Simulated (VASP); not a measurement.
SiC, 8 atoms in the cell. Symmetry: P6_3mc, No. 186, hexagonal system. The conventional cell has a = 3.006 Å, b = 3.006 Å, c = 9.538 Å, α = 90.00°, β = 90.00°, γ = 120.00°. Si (site symmetry 3m) has 4 C at 1.79 to 1.84 Å within 2.4 Å. Within 2.4 Å of Si (site symmetry 3m) lie 4 C at 1.79 to 1.83 Å. C (site symmetry 3m) has 4 Si at 1.79 to 1.83 Å within 2.4 Å. Within 2.4 Å of C (site symmetry 3m) lie 4 Si at 1.79 to 1.84 Å. 

```yaml
Program: VASP 6.6.1
Task: single point
Functional: PBEsol
Potentials_or_basis: VASP PAW PBE potentials, release 64 (Si, C)
Cutoff: 520 eV
k_mesh: 12 × 12 × 4
Occupations: gaussian, width 0.05 eV
Spin: no spin polarisation
Dipole_correction: no
Further_INCAR_settings: ALGO = Normal; EDIFF = 1e-07; NBANDS = 26
```

Potentials or basis: VASP PAW PBE potentials, release 64 (Si, C).

Command:

```sh
$ cat potpaw_PBE.64/Si/POTCAR potpaw_PBE.64/C/POTCAR > POTCAR
$ mpirun -np 1 vasp_std > vasp.out
```

Hardware: 1 thread of Intel(R) Xeon(R) Platinum 8488C (Sapphire Rapids), with other jobs on the host.

Problem. Estimate the wall time of this run.

Solution. Run time: 100 s on 1 thread of Intel(R) Xeon(R) Platinum 8488C (Sapphire Rapids), on a shared host, peak memory 0.22 GiB. Counts: scf iterations 14, k points 57.
